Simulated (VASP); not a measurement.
A run of VASP 6.6.1 is set up as follows.

INCAR

```
SYSTEM = H15C2NO6
PREC     = Accurate       ! precision mode
ENCUT    = 520            ! plane-wave cutoff, eV
EDIFF    = 1E-7           ! SCF threshold, eV
ISMEAR   = -1             ! smearing method
SIGMA    = 0.05           ! smearing width, eV
LREAL    = Auto         
LASPH    = .True.         ! aspherical terms in the spheres
NELM     = 100            ! most SCF steps
ALGO     = Normal         ! electronic algorithm
ISIF     = 2              ! what is computed and relaxed
LWAVE    = .False.        ! write WAVECAR
LCHARG   = .False.        ! write CHGCAR
GGA      = PE             ! functional
IVDW     = 12             ! dispersion correction
NBANDS   = 50             ! bands
```

KPOINTS

```
regular mesh
0
Gamma
  1 1 1
  0 0 0
```

POSCAR

```
H15C2NO6
1.0
    6.6471370000      0.0000000000      0.0000000000
    0.0000000000      6.6471370000      0.0000000000
    0.0000000000      0.0000000000      6.6471370000
O H C N
6 15 2 1
Direct
    0.2532970210      0.4909181201      0.7393408621
    0.8272433681      0.8371122786      0.4040085228
    0.5855904580      0.5354184817      0.0612594565
    0.2942018496      0.8843657051      0.0387384824
    0.8075958116      0.1733678725      0.6643612130
    0.5848683426      0.5045330042      0.4933703036
    0.3558374079      0.4914597066      0.8513590137
    0.2159275490      0.3518808173      0.7222658417
    0.7991861759      0.9039530854      0.2819409319
    0.7197083496      0.7354444477      0.4171269526
    0.4799058602      0.6476472502      0.0544745806
    0.5437829851      0.4704581837      0.1893747639
    0.3647735860      0.9993024064     -0.0136148841
    0.1620095990      0.8799277042     -0.0258005815
    0.7580105540      0.1605202360      0.7986145013
    0.7774926258      0.0477348368      0.6008301017
    0.4602733478      0.5330415185      0.5672366915
    0.6528976310      0.3875503093      0.5582704253
    1.1936868459      0.3619152125      0.2469634671
    1.0288790497      0.5683649968      0.1965959179
    0.9937812324      0.4187065800      0.4118765718
    1.0363559529      0.4154420166      0.2504536916
    0.9078946319      0.2626845212      0.1605202360
    0.8184425866      0.1393080961      0.0752654865
```

Potentials or basis: VASP PAW PBE potentials, release 64 (O, H, C, N).

Command:

```bash
$ cat potpaw_PBE.64/O/POTCAR potpaw_PBE.64/H/POTCAR potpaw_PBE.64/C/POTCAR potpaw_PBE.64/N/POTCAR > POTCAR
$ mpirun -np 1 vasp_gam > vasp.out
```

Problem. Estimate the dispersion energy per atom.

Solution. -0.034 eV.

Problem. What does it give for the band gap on the k mesh?

Solution. 4.60 eV.

Forces on the atoms (eV/Å):
```
O    0.907  0.565  0.927
O   -0.070 -0.647  1.480
O   -2.222  0.955  0.093
O   -0.298 -0.640  0.228
O    0.154  1.458 -0.610
O    0.296 -0.205 -0.445
H   -0.636 -0.169 -0.654
H   -0.269 -0.473 -0.037
H   -0.242  0.866 -1.496
H    0.240 -0.282  0.218
H    1.312 -0.706  0.100
H    0.573  0.300 -0.256
H    0.169  0.391 -0.236
H    0.284  0.126  0.000
H   -0.086 -0.015  1.189
H    0.080 -1.304 -0.983
H   -0.114 -0.350  0.202
H   -0.152  0.288  0.004
H   -0.164  0.004 -0.103
H   -0.445  0.298 -0.523
H    0.137  0.158 -0.195
C    0.081 -1.312  1.353
C    0.866  1.104 -0.534
N   -0.398 -0.409  0.280
```

Caveat: the k points lie up to 0.95 Å⁻¹ apart.
